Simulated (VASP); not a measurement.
# Te (Imma) in VASP: notebook

The runs below take Te through single point, with PBEsol.

All numbers are computed with VASP 6.6.1; they aren't measurements. Logs are shortened: lines on timing, memory, paths and dates and some standing lists are left out, and cuts for length are marked.

### 1 The cell of the first run

The structure is orthorhombic, space group Imma (No. 74). The conventional cell has a = 5.916 Å, b = 7.752 Å, c = 3.070 Å, α = 90.00°, β = 90.00°, γ = 90.00°. Te (site symmetry mm2) has 4 Te at 2.96 to 3.07 Å within 3.9 Å.

### 2 Single point, PBEsol

File INCAR:

```
SYSTEM = Te
PREC = Accurate
ENCUT = 520
EDIFF = 1E-6
ISMEAR = -1
SIGMA = 0.1
LREAL = .FALSE.
LASPH = .TRUE.
NELM = 60
ALGO = Normal
ISIF = 2
LWAVE = .FALSE.
LCHARG = .FALSE.
GGA = PS
NBANDS = 13
```

File KPOINTS:

```
Automatic mesh
0
G
  10 10 10
  0 0 0
```

File POSCAR:

```
Te
1.0
   -2.9577914600      3.8759656600      1.5351528900
    2.9577914600     -3.8759656600      1.5351528900
    2.9577914600      3.8759656600     -1.5351528900
Te
2
Direct
    0.9990709802      0.2490709802      0.7500000000
   -0.0316410260      0.7183589740      0.2500000000
```

Potentials or basis: VASP PAW PBE potentials, release 64 (Te).

Started as:

```sh
> cat potpaw_PBE.64/Te/POTCAR > POTCAR
> mpirun -np 1 vasp_std > vasp.out
```

OUTCAR:

```text
SYSTEM = Te
   PREC = Accurate
   ENCUT = 520
   EDIFF = 1E-6
   ISMEAR = -1
   LREAL = .FALSE.
   LASPH = .TRUE.
   NELM = 60
   ISIF = 2
   GGA = PS

 ion  position               nearest neighbor table
   1  0.999  0.249  0.750-   2 2.96   2 2.96
   2  0.968  0.718  0.250-   1 2.96   1 2.96

  LATTYP: Found a body centered orthorhombic cell.
 ALAT       =     3.0703057800
 B/A-ratio  =     1.9267080688
 C/A-ratio  =     2.5248075845

  Lattice vectors:

 A1 = (   2.9577914600,  -3.8759656600,   1.5351528900)
 A2 = (  -2.9577914600,  -3.8759656600,  -1.5351528900)
 A3 = (   2.9577914600,   3.8759656600,  -1.5351528900)

Analysis of symmetry for initial positions (statically):
=====================================================================
 Subroutine PRICEL returns:
 Original cell was already a primitive cell.

 Routine SETGRP: Setting up the symmetry group for a
 body centered orthorhombic supercell.

 Subroutine GETGRP returns: Found  8 space group operations
 (whereof  2 operations were pure point group operations)
 out of a pool of  8 trial point group operations.

The static configuration has the point symmetry C_1h.
 The point group associated with its full space group is D_2h.

Analysis of symmetry for dynamics (positions and initial velocities):
=====================================================================
 Subroutine PRICEL returns:
 Original cell was already a primitive cell.

 Routine SETGRP: Setting up the symmetry group for a
 body centered orthorhombic supercell.

 Subroutine GETGRP returns: Found  8 space group operations
 (whereof  2 operations were pure point group operations)
 out of a pool of  8 trial point group operations.

The dynamic configuration has the point symmetry C_1h.
 The point group associated with its full space group is D_2h.

 Subroutine INISYM returns: Found  8 space group operations
 (whereof  2 operations are pure point group operations),
 and found     1 'primitive' translations

----------------------------------------------------------------------------------------

                                     Primitive cell

  volume of cell :      70.3978

  direct lattice vectors                    reciprocal lattice vectors
    -2.957791460  3.875965660  1.535152890     0.000000000  0.129000111  0.325700458
     2.957791460 -3.875965660  1.535152890     0.169045048  0.000000000  0.325700458
     2.957791460  3.875965660 -1.535152890     0.169045048  0.129000111  0.000000000

  length of vectors
     5.111588257  5.111588257  5.111588257     0.350316738  0.366956424  0.212643497

  position of ions in fractional coordinates (direct lattice)
     0.999070980  0.249070980  0.750000000
     0.968358974  0.718358974  0.250000000

  ion indices of the primitive-cell ions
   primitive index   ion index
                 1           1
                 2           2

----------------------------------------------------------------------------------------

 KPOINTS: Automatic mesh

Automatic generation of k-mesh.
 Grid dimensions read from file:
 generate k-points for:   10   10   10

 Generating k-lattice:

  Cartesian coordinates                     Fractional coordinates (reciprocal lattice)
     0.000000000  0.012900011  0.032570046     0.100000000  0.000000000  0.000000000
     0.016904505  0.000000000  0.032570046    -0.000000000  0.100000000  0.000000000
     0.016904505  0.012900011  0.000000000    -0.000000000  0.000000000  0.100000000

  Length of vectors
     0.035031674  0.036695642  0.021264350

  Shift w.r.t. Gamma in fractional coordinates (k-lattice)
     0.000000000  0.000000000  0.000000000

 Subroutine IBZKPT returns following result:
 ===========================================

 Found    171 irreducible k-points:

 Following reciprocal coordinates:
            Coordinates               Weight
  0.000000  0.000000  0.000000      1.000000
  0.100000  0.000000 -0.000000      4.000000
  0.200000  0.000000 -0.000000      4.000000
  0.300000  0.000000 -0.000000      4.000000
  0.400000  0.000000 -0.000000      4.000000
  0.500000  0.000000 -0.000000      2.000000
[... 16 lines left out ...]
 -0.400000  0.200000  0.000000      8.000000
 -0.300000  0.200000  0.000000      8.000000
 [... further k-points ...]
   k-points           NKPTS =    171   k-points in BZ     NKDIM =    171   number of bands    NBANDS=     13
   number of dos      NEDOS =    301   number of ions     NIONS =      2
   total plane-waves  NPLWV =  64000
   dimension x,y,z NGX =    40 NGY =   40 NGZ =   40
   dimension x,y,z NGXF=    80 NGYF=   80 NGZF=   80
   ions per type =               2
   NGX,Y,Z   is equivalent  to a cutoff of  13.01, 13.01, 13.01 a.u.
   NGXF,Y,Z  is equivalent  to a cutoff of  26.02, 26.02, 26.02 a.u.
 SYSTEM =  Te
   PREC   = accura    normal or accurate (medium, high low for compatibility)
   ISTART =      0    job   : 0-new  1-cont  2-samecut
   ICHARG =      2    charge: 1-file 2-atom 10-const
   ISPIN  =      1    spin polarized calculation?
   LNONCOLLINEAR =      F non collinear calculations
   LSORBIT =      F    spin-orbit coupling
   LASPH  =      T    aspherical Exc in radial PAW
   ENCUT  =  520.0 eV  38.22 Ry    6.18 a.u.   9.50  9.50  9.50*2*pi/ulx,y,z
   NELM   =     60;   NELMIN=  2; NELMDL= -5     # of ELM steps
   EDIFF  = 0.1E-05   stopping-criterion for ELM
   LREAL  =      F    real-space projection
   EDIFFG = 0.1E-04   stopping-criterion for IOM
   NSW    =      0    number of steps for IOM
   IBRION =     -1    ionic relax: 0-MD 1-quasi-New 2-CG
   NFREE  =      0    steps in history (QN), initial steepest desc. (CG)
   ISIF   =      2    stress and relaxation
   ISYM   =      2    0-nonsym 1-usesym 2-fastsym
   POTIM  = 0.5000    time-step for ionic-motion
   TEBEG  =    0.0;   TEEND  =   0.0 temperature during run
   PSTRESS=    0.0 pullay stress
   NELECT =      12.0000    total number of electrons
   NUPDOWN=      -1.0000    fix difference up-down
   EMIN   =  10.00;   EMAX   =-10.00  energy-range for DOS
   EFERMI =   0.00;   METHOD = LEGACY
   ISMEAR =    -1;   SIGMA  =   0.10  broadening in eV -4-tet -1-fermi 0-gaus
   EFERMI_NEDOS =   21; number of points for ismear=-14 and -15
   IALGO  =     38    algorithm
   IMIX   =      4    mixing-type and parameters
     AMIX     =   0.40;   BMIX     =  1.00
     AMIX_MAG =   1.60;   BMIX_MAG =  1.00
  volume/ion in A,a.u.               =      35.20       237.53
  Fermi-wavevector in a.u.,A,eV,Ry     =   0.907714  1.715330 11.210440  0.823944
  Thomas-Fermi vector in A             =   2.031554
   LORBIT       =      0    0 simple, 1 ext, 2 COOP (PROOUT), +10 PAW based schemes
   GGA     = PS    functional components
   LHFCALC =     F    Hartree Fock is set to
   AEXX    =    0.0000 exact exchange contribution
   IVDW    =     0    specifies the selected vdW correction
   LEPSILON=     F    determine dielectric tensor
   LRPA    =     F    only Hartree local field effects (RPA)
 non-spin polarized calculation
  energy-cutoff  :      520.00
  volume of cell :       70.40
 maximum number of plane-waves:      1923
 NGX is ok and might be reduce to    40
   NGX = 19   NGY = 19   NGZ = 19

 number of electron      11.9999999 magnetization

 Free energy of the ion-electron system (eV)
  ---------------------------------------------------
  ext. energy  EPLUGINS =         0.00000000
  ---------------------------------------------------
  free energy    TOTEN  =        -6.74534328 eV

  energy without entropy =       -6.70194856  energy(sigma->0) =       -6.72364592

 E-fermi :   5.0522     XC(G=0):  -9.0428

 val. band max:        5.0366333280   @ k =   0.1000   0.5000  -0.0000
 cond. band min:       5.0546650556   @ k =  -0.2000   0.4000   0.0000
 fundamental gap:      0.0180317276
 Fermi energy:         5.0522227929

 k-point     1 :       0.0000    0.0000    0.0000
  band No.  band energies     occupation
      1      -8.2526      2.00000
      2      -5.1565      2.00000
      3      -0.4684      2.00000
      4       2.9655      2.00000
      5       3.4742      2.00000
      6       7.9051      0.00000
      7       8.0262      0.00000
      8       8.6231      0.00000
      9       8.8667      0.00000
     10       9.6250      0.00000
     11      12.7986      0.00000
     12      14.4104      0.00000
     13      15.6127      0.00000

 k-point     2 :       0.1000    0.0000   -0.0000
  band No.  band energies     occupation
      1      -8.1032      2.00000
      2      -5.0272      2.00000
      3      -0.3580      2.00000
      4       3.1612      2.00000
      5       3.4635      2.00000
      6       6.5135      0.00000
      7       8.2295      0.00000
      8       8.3782      0.00000
      9       8.7598      0.00000
     10       9.2098      0.00000
     11      13.4882      0.00000
     12      14.2359      0.00000
     13      15.0043      0.00000

 k-point     3 :       0.2000    0.0000   -0.0000
  band No.  band energies     occupation
      1      -7.6673      2.00000
      2      -4.6468      2.00000
      3      -0.0446      2.00000
      4       3.4303      2.00000
      5       3.7270      2.00000
      6       4.1928      1.99963
      7       6.1320      0.00004
      8       8.8228      0.00000
      9       9.1407      0.00000
     10      10.0203      0.00000
     11      11.9557      0.00000
     12      12.9608      0.00000
     13      14.1245      0.00000
[... 305 lines left out ...]
 k-point    23 :      -0.4000    0.2000    0.0000
  band No.  band energies     occupation
      1      -7.4148      2.00000
      2      -5.2255      2.00000
      3       0.6872      2.00000
      4       2.7553      2.00000
      5       3.8609      1.99999
      6       4.2320      1.99945
      7       5.8994      0.00042
      8       7.6385      0.00000
      9      10.1005      0.00000
     10      11.4156      0.00000
     11      12.7323      0.00000
     12      14.0233      0.00000
     13      15.3533      0.00000

 k-point    24 :      -0.3000    0.2000    0.0000
  band No.  band energies     occupation
      1      -7.8754      2.00000
      2      -5.5763      2.00000
      3       0.3918      2.00000
      4       2.8711      2.00000
      5       3.1508      2.00000
      6       6.5643      0.00000
      7       7.2259      0.00000
      8       8.1302      0.00000
      9       9.3681      0.00000
     10      10.5322      0.00000
     11      14.5471      0.00000
     12      14.8556      0.00000
     13      15.6188      0.00000

 [... further k-points ...]

------------------------ aborting loop because EDIFF is reached ----------------------------------------

  FORCE on cell =-STRESS in cart. coord.  units (eV):
  Direction    XX          YY          ZZ          XY          YZ          ZX
  --------------------------------------------------------------------------------------
  -------------------------------------------------------------------------------------
  Total       -0.3181524     -0.5976654     -1.0182302      0.0000000      0.0000000     -0.0000000
  in kB       -7.2408027    -13.6022138    -23.1738110      0.0000000      0.0000000     -0.0000000
  external PRESSURE =     -14.6722758 kB  Pullay stress =       0.0000000 kB

 VOLUME and BASIS-vectors are now :
 -----------------------------------------------------------------------------
  energy-cutoff  :      520.00
  volume of cell :       70.40
      direct lattice vectors                 reciprocal lattice vectors
    -2.957791460  3.875965660  1.535152890     0.000000000  0.129000111  0.325700458
     2.957791460 -3.875965660  1.535152890     0.169045048  0.000000000  0.325700458
     2.957791460  3.875965660 -1.535152890     0.169045048  0.129000111  0.000000000

 POSITION                                       TOTAL-FORCE (eV/Angst)
 -----------------------------------------------------------------------------------
      0.00000      5.81395      0.76472        -0.000000      0.000000     -0.036611
      0.00000      1.93798      2.20558         0.000000     -0.000000      0.036611
 -----------------------------------------------------------------------------------
    total drift:                                0.000000      0.000000      0.000000

  FREE ENERGIE OF THE ION-ELECTRON SYSTEM (eV)
  ---------------------------------------------------
  free  energy   TOTEN  =        -6.7453432788 eV

  energy  without entropy=       -6.7019485591  energy(sigma->0) =       -6.72364592
```

Run time: 2 min. Hardware: 1 thread of Intel Xeon Platinum 8488C (Sapphire Rapids), shared host; peak memory 0.31 GiB.

What came out:

```yaml
Free_energy: -6.7453 eV
Pressure: -1.5 GPa
Largest_force: 0.037 eV/Å
Band_gap_on_the_k_mesh: zero (bands 6 and 7 overlap by 3.75 eV)
```

Forces on the atoms (eV/Å):
```
Te   0.000  0.000 -0.037
Te   0.000  0.000  0.037
```

Stress tensor (GPa, compression positive):
```
-0.72  0.00  0.00
 0.00 -1.36  0.00
 0.00  0.00 -2.32
```

Caveat: the PAW data sets were made with another functional, which shifts forces and pressure a little; spin-orbit coupling is left out, which moves the levels of the heavy elements.

### 3 Single point, PBEsol

File INCAR:

```
ALGO = Normal
EDIFF = 1E-6
ENCUT = 520
GGA = PS
ISIF = 2
ISMEAR = -1
LASPH = T
LCHARG = F
LREAL = F
LWAVE = F
NBANDS = 13
NELM = 80
PREC = Accurate
SIGMA = 0.1
```

File KPOINTS:

```
k-points
0
Gamma
  10 10 10
```

POSCAR, as its differences from that of step 2:

```diff
@@ -9,2 +9,2 @@
     0.9990709802      0.2490709802      0.7500000000
-   -0.0316410260      0.7183589740      0.2500000000
+   -0.0153560031      0.7346439969      0.2500000000
```

Potentials or basis: VASP PAW PBE potentials, release 64 (Te).

Started as:

```sh
> cat potpaw_PBE.64/Te/POTCAR > POTCAR
> mpirun -np 1 vasp_std > vasp.out
```

It took 1.9 min on 1 thread of Intel Xeon Platinum 8488C (Sapphire Rapids), shared host; peak memory 0.31 GiB.

The run converged. Its results:

```yaml
Free_energy: -6.7467 eV
Pressure: -1.5 GPa
Largest_force: 0.017 eV/Å
Band_gap_on_the_k_mesh: zero (bands 6 and 7 overlap by 3.74 eV)
```

Forces on the atoms (eV/Å):
```
Te   0.000  0.000 -0.017
Te   0.000  0.000  0.017
```

Stress tensor (GPa, compression positive):
```
-0.69  0.00  0.00
 0.00 -1.36  0.00
 0.00  0.00 -2.33
```

Levels at points of the mesh, in eV from the Fermi level:
| k point | band 4 | band 5 | band 6 | band 7 | band 8 | band 9 |
| --- | --- | --- | --- | --- | --- | --- |
| (0.00, 0.00, 0.00) | -2.08 | -1.58 | 2.84 | 2.97 | 3.58 | 3.82 |
| (0.50, 0.00, 0.00) | -4.01 | -3.46 | -1.22 | 1.00 | 3.04 | 3.94 |
| (0.00, 0.50, 0.00) | -4.69 | -0.63 | -0.53 | 0.12 | 0.13 | 6.08 |
| (0.50, 0.50, 0.00) | -2.45 | -1.80 | -1.80 | 3.53 | 3.53 | 7.15 |
| (0.50, 0.50, 0.50) | -4.58 | 0.58 | 2.49 | 3.91 | 4.91 | 7.33 |

Caveat: the PAW data sets were made with another functional, which shifts forces and pressure a little; spin-orbit coupling is left out, which moves the levels of the heavy elements.

(Continued in part 2 of 2.)

The gap in the log of VASP goes by the Fermi energy; the results here count the filled bands.